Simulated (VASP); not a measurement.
# Ru (P6_3/mmc) in VASP: a series of runs

Runs on Ru. Level: LDA. Tasks: single point.

Everything below comes from runs of VASP 6.6.1. Logs are shortened: lines on timing, memory, paths and dates and some standing lists are left out, and cuts for length are marked.

## Step 1: The cell of the first run

Symmetry: P6_3/mmc, No. 194, hexagonal system. Conventional cell: a = 2.642 Å, b = 2.642 Å, c = 4.158 Å, α = 90.00°, β = 90.00°, γ = 120.00°. Within 3.4 Å of Ru (site symmetry -6m2) lie 12 Ru at 2.58 to 2.64 Å.

## Step 2: Single point, LDA, collinear spin, ferromagnetic start (12.56 Å³/atom)

The input, INCAR:

```
SYSTEM = Ru
PREC = Accurate
ENCUT = 520
EDIFF = 1E-6
ISMEAR = -1
SIGMA = 0.05
LREAL = .FALSE.
LASPH = .TRUE.
NELM = 150
ALGO = Normal
ISIF = 2
LWAVE = .FALSE.
LCHARG = .FALSE.
ISPIN = 2
MAGMOM = 1 1
LORBIT = 11
LMAXMIX = 4
GGA = CA
NBANDS = 25
```

The input, KPOINTS:

```
Automatic mesh
0
G
  22 22 12
  0 0 0
```

The input, POSCAR:

```
Ru
1.0
    2.6416464576      0.0000000000      0.0000000000
   -1.3208232288      2.2877329401      0.0000000000
    0.0000000000      0.0000000000      4.1582286207
Ru
2
Direct
    0.3333333333      0.6666666667      0.2500000000
    0.6666666667      0.3333333333      0.7500000000
```

Potentials or basis: VASP PAW LDA potentials, release 64 (Ru_pv).

Command:

```
$ cat potpaw_LDA.64/Ru_pv/POTCAR > POTCAR
$ mpirun -np 1 vasp_std > vasp.out
```

OUTCAR:

```text
SYSTEM = Ru
   PREC = Accurate
   ENCUT = 520
   EDIFF = 1E-6
   ISMEAR = -1
   LREAL = .FALSE.
   LASPH = .TRUE.
   NELM = 150
   ISIF = 2
   ISPIN = 2
   LORBIT = 11
   GGA = CA

 ion  position               nearest neighbor table
   1  0.333  0.667  0.250-   2 2.58   2 2.58   2 2.58   2 2.58   2 2.58   2 2.58
   2  0.667  0.333  0.750-   1 2.58   1 2.58   1 2.58   1 2.58   1 2.58   1 2.58

  LATTYP: Found a hexagonal cell.
 ALAT       =     2.6416464576
 C/A-ratio  =     1.5741048954

  Lattice vectors:

 A1 = (   2.6416464576,   0.0000000000,   0.0000000000)
 A2 = (  -1.3208232288,   2.2877329401,   0.0000000000)
 A3 = (   0.0000000000,   0.0000000000,   4.1582286207)

Analysis of symmetry for initial positions (statically):
=====================================================================
 Subroutine PRICEL returns:
 Original cell was already a primitive cell.

 Routine SETGRP: Setting up the symmetry group for a
 hexagonal supercell.

 Subroutine GETGRP returns: Found 24 space group operations
 (whereof 12 operations were pure point group operations)
 out of a pool of 24 trial point group operations.

The static configuration has the point symmetry D_3d.
 The point group associated with its full space group is D_6h.

Analysis of symmetry for dynamics (positions and initial velocities):
=====================================================================
 Subroutine PRICEL returns:
 Original cell was already a primitive cell.

 Routine SETGRP: Setting up the symmetry group for a
 hexagonal supercell.

 Subroutine GETGRP returns: Found 24 space group operations
 (whereof 12 operations were pure point group operations)
 out of a pool of 24 trial point group operations.

The dynamic configuration has the point symmetry D_3d.
 The point group associated with its full space group is D_6h.

Analysis of structural, dynamic, and magnetic symmetry:
=====================================================================
 Subroutine PRICEL returns:
 Original cell was already a primitive cell.

 Routine SETGRP: Setting up the symmetry group for a
 hexagonal supercell.

 Subroutine GETGRP returns: Found 24 space group operations
 (whereof 12 operations were pure point group operations)
 out of a pool of 24 trial point group operations.

The overall configuration has the point symmetry D_3d.
 The point group associated with its full space group is D_6h.

 Subroutine INISYM returns: Found 24 space group operations
 (whereof 12 operations are pure point group operations),
 and found     1 'primitive' translations

----------------------------------------------------------------------------------------

                                     Primitive cell

  volume of cell :      25.1298

  direct lattice vectors                    reciprocal lattice vectors
     2.641646458  0.000000000  0.000000000     0.378551792  0.218556979  0.000000000
    -1.320823229  2.287732940  0.000000000     0.000000000  0.437113958  0.000000000
     0.000000000  0.000000000  4.158228621     0.000000000  0.000000000  0.240487018

  length of vectors
     2.641646458  2.641646458  4.158228621     0.437113958  0.437113958  0.240487018

  position of ions in fractional coordinates (direct lattice)
     0.333333333  0.666666667  0.250000000
     0.666666667  0.333333333  0.750000000

  ion indices of the primitive-cell ions
   primitive index   ion index
                 1           1
                 2           2

----------------------------------------------------------------------------------------

 KPOINTS: Automatic mesh

Automatic generation of k-mesh.
 Grid dimensions read from file:
 generate k-points for:   22   22   12

 Generating k-lattice:

  Cartesian coordinates                     Fractional coordinates (reciprocal lattice)
     0.017206900  0.009934408  0.000000000     0.045454545 -0.000000000  0.000000000
     0.000000000  0.019868816  0.000000000     0.000000000  0.045454545  0.000000000
     0.000000000  0.000000000  0.020040585     0.000000000  0.000000000  0.083333333

  Length of vectors
     0.019868816  0.019868816  0.020040585

  Shift w.r.t. Gamma in fractional coordinates (k-lattice)
     0.000000000  0.000000000  0.000000000

 Subroutine IBZKPT returns following result:
 ===========================================

 Found    364 irreducible k-points:

 Following reciprocal coordinates:
            Coordinates               Weight
  0.000000  0.000000  0.000000      1.000000
  0.045455 -0.000000  0.000000      6.000000
  0.090909 -0.000000  0.000000      6.000000
  0.136364  0.000000  0.000000      6.000000
  0.181818 -0.000000  0.000000      6.000000
  0.227273 -0.000000  0.000000      6.000000
[... 16 lines left out ...]
  0.090909  0.090909  0.000000      6.000000
  0.136364  0.090909  0.000000     12.000000
 [... further k-points ...]
   k-points           NKPTS =    364   k-points in BZ     NKDIM =    364   number of bands    NBANDS=     25
   number of dos      NEDOS =    301   number of ions     NIONS =      2
   total plane-waves  NPLWV =  12800
   dimension x,y,z NGX =    20 NGY =   20 NGZ =   32
   dimension x,y,z NGXF=    40 NGYF=   40 NGZF=   64
   ions per type =               2
   NGX,Y,Z   is equivalent  to a cutoff of  12.59, 12.59, 12.79 a.u.
   NGXF,Y,Z  is equivalent  to a cutoff of  25.17, 25.17, 25.59 a.u.
 SYSTEM =  Ru
   PREC   = accura    normal or accurate (medium, high low for compatibility)
   ISTART =      0    job   : 0-new  1-cont  2-samecut
   ICHARG =      2    charge: 1-file 2-atom 10-const
   ISPIN  =      2    spin polarized calculation?
   LNONCOLLINEAR =      F non collinear calculations
   LSORBIT =      F    spin-orbit coupling
   LASPH  =      T    aspherical Exc in radial PAW
   ENCUT  =  520.0 eV  38.22 Ry    6.18 a.u.   4.91  4.91  7.73*2*pi/ulx,y,z
   NELM   =    150;   NELMIN=  2; NELMDL= -5     # of ELM steps
   EDIFF  = 0.1E-05   stopping-criterion for ELM
   LREAL  =      F    real-space projection
   EDIFFG = 0.1E-04   stopping-criterion for IOM
   NSW    =      0    number of steps for IOM
   IBRION =     -1    ionic relax: 0-MD 1-quasi-New 2-CG
   NFREE  =      0    steps in history (QN), initial steepest desc. (CG)
   ISIF   =      2    stress and relaxation
   ISYM   =      2    0-nonsym 1-usesym 2-fastsym
   POTIM  = 0.5000    time-step for ionic-motion
   TEBEG  =    0.0;   TEEND  =   0.0 temperature during run
   PSTRESS=    0.0 pullay stress
   NELECT =      28.0000    total number of electrons
   NUPDOWN=      -1.0000    fix difference up-down
   EMIN   =  10.00;   EMAX   =-10.00  energy-range for DOS
   EFERMI =   0.00;   METHOD = LEGACY
   ISMEAR =    -1;   SIGMA  =   0.05  broadening in eV -4-tet -1-fermi 0-gaus
   EFERMI_NEDOS =   21; number of points for ismear=-14 and -15
   IALGO  =     38    algorithm
   IMIX   =      4    mixing-type and parameters
     AMIX     =   0.40;   BMIX     =  1.00
     AMIX_MAG =   1.60;   BMIX_MAG =  1.00
  volume/ion in A,a.u.               =      12.56        84.79
  Fermi-wavevector in a.u.,A,eV,Ry     =   1.697194  3.207231 39.191120  2.880466
  Thomas-Fermi vector in A             =   2.777919
   LORBIT       =     11    0 simple, 1 ext, 2 COOP (PROOUT), +10 PAW based schemes
   GGA     = CA    functional components
   LHFCALC =     F    Hartree Fock is set to
   AEXX    =    0.0000 exact exchange contribution
   IVDW    =     0    specifies the selected vdW correction
   LEPSILON=     F    determine dielectric tensor
   LRPA    =     F    only Hartree local field effects (RPA)
 spin polarized calculation
  energy-cutoff  :      520.00
  volume of cell :       25.13
 maximum number of plane-waves:       699
 NGX is ok and might be reduce to    20
   NGX =  9   NGY =  9   NGZ = 15

 number of electron      27.9999996 magnetization       0.0000471

 number of electron      27.9999996 magnetization      -0.0000155

 Free energy of the ion-electron system (eV)
  ---------------------------------------------------
  ext. energy  EPLUGINS =         0.00000000
  ---------------------------------------------------
  free energy    TOTEN  =       -21.33968572 eV

  energy without entropy =      -21.32951365  energy(sigma->0) =      -21.33459968

 E-fermi :  14.1867     XC(G=0): -14.8607

 val. band max:       14.1853783042   @ k =   0.2727   0.0000   0.3333
 cond. band min:      14.2018325731   @ k =   0.1364   0.0455   0.3333
 fundamental gap:      0.0164542689
 Fermi energy:        14.1866612868

 spin component 1

 k-point     1 :       0.0000    0.0000    0.0000
  band No.  band energies     occupation
      1     -29.6296      1.00000
      2     -28.4048      1.00000
      3     -28.4048      1.00000
      4     -28.1797      1.00000
      5     -28.1797      1.00000
      6     -28.1186      1.00000
[... 17 lines left out ...]
     24      32.6011      0.00000
     25      37.7881      0.00000

 k-point     2 :       0.0455   -0.0000    0.0000
  band No.  band energies     occupation
      1     -29.6203      1.00000
      2     -28.4246      1.00000
      3     -28.4116      1.00000
      4     -28.2005      1.00000
      5     -28.1822      1.00000
      6     -28.1230      1.00000
[... 17 lines left out ...]
     24      32.7331      0.00000
     25      36.8866      0.00000

 k-point     3 :       0.0909   -0.0000    0.0000
  band No.  band energies     occupation
      1     -29.5929      1.00000
      2     -28.4825      1.00000
      3     -28.4311      1.00000
      4     -28.2605      1.00000
      5     -28.1898      1.00000
      6     -28.1361      1.00000
[... 552 lines left out ...]
 k-point    23 :       0.0909    0.0909    0.0000
  band No.  band energies     occupation
      1     -29.5226      1.00000
      2     -28.6079      1.00000
      3     -28.5187      1.00000
      4     -28.3710      1.00000
      5     -28.2217      1.00000
      6     -28.1712      1.00000
[... 17 lines left out ...]
     24      33.4063      0.00000
     25      33.7528      0.00000

 k-point    24 :       0.1364    0.0909    0.0000
  band No.  band energies     occupation
      1     -29.4640      1.00000
      2     -28.7071      1.00000
      3     -28.6049      1.00000
      4     -28.4364      1.00000
      5     -28.2472      1.00000
      6     -28.2019      1.00000
[... 17 lines left out ...]
     24      32.6725      0.00000
     25      33.3585      0.00000

 [... further k-points ...]

 spin component 2

 k-point     1 :       0.0000    0.0000    0.0000
  band No.  band energies     occupation
      1     -29.6296      1.00000
      2     -28.4048      1.00000
      3     -28.4048      1.00000
      4     -28.1797      1.00000
      5     -28.1797      1.00000
      6     -28.1186      1.00000
[... 17 lines left out ...]
     24      32.6011      0.00000
     25      37.7883      0.00000

 k-point     2 :       0.0455   -0.0000    0.0000
  band No.  band energies     occupation
      1     -29.6203      1.00000
      2     -28.4246      1.00000
      3     -28.4116      1.00000
      4     -28.2005      1.00000
      5     -28.1822      1.00000
      6     -28.1230      1.00000
[... 17 lines left out ...]
     24      32.7330      0.00000
     25      36.8866      0.00000

 k-point     3 :       0.0909   -0.0000    0.0000
  band No.  band energies     occupation
      1     -29.5929      1.00000
      2     -28.4825      1.00000
      3     -28.4311      1.00000
      4     -28.2605      1.00000
      5     -28.1898      1.00000
      6     -28.1361      1.00000
[... 552 lines left out ...]
 k-point    23 :       0.0909    0.0909    0.0000
  band No.  band energies     occupation
      1     -29.5226      1.00000
      2     -28.6079      1.00000
      3     -28.5187      1.00000
      4     -28.3710      1.00000
      5     -28.2217      1.00000
      6     -28.1712      1.00000
[... 17 lines left out ...]
     24      33.4063      0.00000
     25      33.7528      0.00000

 k-point    24 :       0.1364    0.0909    0.0000
  band No.  band energies     occupation
      1     -29.4640      1.00000
      2     -28.7071      1.00000
      3     -28.6049      1.00000
      4     -28.4364      1.00000
      5     -28.2472      1.00000
      6     -28.2019      1.00000
[... 17 lines left out ...]
     24      32.6725      0.00000
     25      33.3585      0.00000

 [... further k-points ...]
[... 5 lines left out ...]
  --------------------------------------------------------------------------------------
  -------------------------------------------------------------------------------------
  Total        2.6370229      2.6370229      3.0661044     -0.0000000     -0.0000000      0.0000000
  in kB      168.1264737    168.1264737    195.4830629     -0.0000000     -0.0000000      0.0000000
  external PRESSURE =     177.2453368 kB  Pullay stress =       0.0000000 kB

 VOLUME and BASIS-vectors are now :
 -----------------------------------------------------------------------------
  energy-cutoff  :      520.00
  volume of cell :       25.13
      direct lattice vectors                 reciprocal lattice vectors
     2.641646458  0.000000000  0.000000000     0.378551792  0.218556979  0.000000000
    -1.320823229  2.287732940  0.000000000     0.000000000  0.437113958  0.000000000
     0.000000000  0.000000000  4.158228621     0.000000000  0.000000000  0.240487018

 POSITION                                       TOTAL-FORCE (eV/Angst)
 -----------------------------------------------------------------------------------
     -0.00000      1.52516      1.03956        -0.000000      0.000000      0.000000
      1.32082      0.76258      3.11867         0.000000     -0.000000      0.000000
 -----------------------------------------------------------------------------------
    total drift:                               -0.000000      0.000000     -0.000000

  FREE ENERGIE OF THE ION-ELECTRON SYSTEM (eV)
  ---------------------------------------------------
  free  energy   TOTEN  =       -21.3396857192 eV

  energy  without entropy=      -21.3295136453  energy(sigma->0) =      -21.33459968

 total charge

# of ion       s       p       d       tot
------------------------------------------
    1        0.440   6.368   6.046  12.853
    2        0.440   6.368   6.046  12.853
--------------------------------------------------
tot          0.879  12.735  12.092  25.706

 magnetization (x)

# of ion       s       p       d       tot
------------------------------------------
    1        0.000  -0.000   0.000   0.000
    2        0.000  -0.000   0.000   0.000
--------------------------------------------------
tot          0.000  -0.000   0.000   0.000
```

Wall time 3.2 min (1 thread of Intel Xeon Platinum 8488C (Sapphire Rapids), shared host); peak memory 0.37 GiB.

What came out:

| Property | Result |
| --- | --- |
| Free energy | -21.3397 eV |
| Pressure | 17.7 GPa |
| Band gap on the k mesh | zero (filled and empty bands overlap) |
| Net moment | 0.00 μB per cell |
| Valence electrons inside the program's atomic spheres | Ru 12.85 |

Levels at points of the mesh, in eV from the Fermi level:
Spin up:
| k point | band 11 | band 12 | band 13 | band 14 | band 15 | band 16 | band 17 | band 18 |
| --- | --- | --- | --- | --- | --- | --- | --- | --- |
| (0.00, 0.00, 0.00) | -2.69 | -2.17 | -2.17 | -1.62 | -1.62 | 1.32 | 1.32 | 1.46 |
| (0.50, 0.00, 0.00) | -2.27 | -1.95 | -1.67 | 1.60 | 2.09 | 2.22 | 4.51 | 6.69 |
| (0.00, 0.00, 0.50) | -3.15 | -3.15 | -2.95 | -2.95 | 0.63 | 0.63 | 0.63 | 0.63 |
| (0.50, 0.00, 0.50) | -1.23 | -1.23 | 0.50 | 0.50 | 1.89 | 1.89 | 3.71 | 3.71 |
Spin down:
```
           k point  band 10  band 11  band 12  band 13  band 14  band 15  band 16  band 17  band 18  band 19
(0.00, 0.00, 0.00)    -2.96    -2.69    -2.17    -2.17    -1.62    -1.62     1.32     1.32     1.46     9.88
(0.50, 0.00, 0.00)    -3.46    -2.27    -1.95    -1.67     1.60     2.09     2.22     4.51     6.69     9.89
(0.00, 0.00, 0.50)    -3.15    -3.15    -3.15    -2.95    -2.95     0.63     0.63     0.63     0.63     9.89
(0.50, 0.00, 0.50)    -5.09    -1.23    -1.23     0.50     0.50     1.89     1.89     3.71     3.71     9.89
```

Caveat: the cell stands under pressure; an empty level that is flat over the whole mesh can mark a ghost state of the potentials, or a narrow d or f band.

## Step 3: Single point, LDA

This run uses another cell than the first one, of 13.09 Å³/atom.

The input, INCAR:

```
SYSTEM = Ru
ALGO = Normal ; EDIFF = 1E-6
ENCUT = 560 ; GGA_COMPAT = .FALSE.
ISIF = 2 ; ISMEAR = 0
LASPH = .TRUE. ; LCHARG = .TRUE.
LELF = .TRUE. ; LREAL = .FALSE.
LVHAR = .TRUE. ; LWAVE = .FALSE.
NBANDS = 23 ; NELM = 120
PREC = Accurate ; SIGMA = 0.3
```

The input, KPOINTS:

```
k-points
0
G
  13 13 8
  0 0 0
```

The input, POSCAR:

```
Ru
1.0
    2.6775346364      0.0000000000      0.0000000000
   -1.3387673182      2.3188130146      0.0000000000
    0.0000000000      0.0000000000      4.2181251212
Ru
2
Direct
    0.3333333333      0.6666666667      0.2500000000
    0.6666666667      0.3333333333      0.7500000000
```

Potentials or basis: VASP PAW LDA potentials, release 64 (Ru_sv).

Command:

```
$ cat potpaw_LDA.64/Ru_sv/POTCAR > POTCAR
$ mpirun -np 1 vasp_std > vasp.out
```

Run time: 18 s. Hardware: 1 thread of Intel Xeon 6975P-C (Granite Rapids), shared host; peak memory 0.17 GiB.

It converged, with:

| Quantity | Value |
| --- | --- |
| Free energy | -21.4332 eV |
| Pressure | 0.6 GPa |
| Band gap on the k mesh | zero (bands 16 and 17 overlap by 3.29 eV) |

Stress tensor (GPa, compression positive):
```
0.55 0.00 0.00
0.00 0.55 0.00
0.00 0.00 0.81
```

Levels at points of the mesh, in eV from the Fermi level:
| k point | band 12 | band 13 | band 14 | band 15 | band 16 | band 17 | band 18 | band 19 | band 20 | band 21 |
| --- | --- | --- | --- | --- | --- | --- | --- | --- | --- | --- |
| (0.00, 0.00, 0.00) | -2.80 | -2.56 | -2.06 | -2.06 | -1.54 | -1.54 | 1.23 | 1.23 | 1.36 | 10.70 |
| (0.00, 0.00, 0.50) | -2.98 | -2.98 | -2.98 | -2.85 | -2.85 | 0.56 | 0.56 | 0.56 | 0.56 | 14.41 |

Caveat: so wide a smearing shifts energies and pressures.

[end of part 1 of 2]

The gap in the log of VASP goes by the Fermi energy; the results here count the filled bands.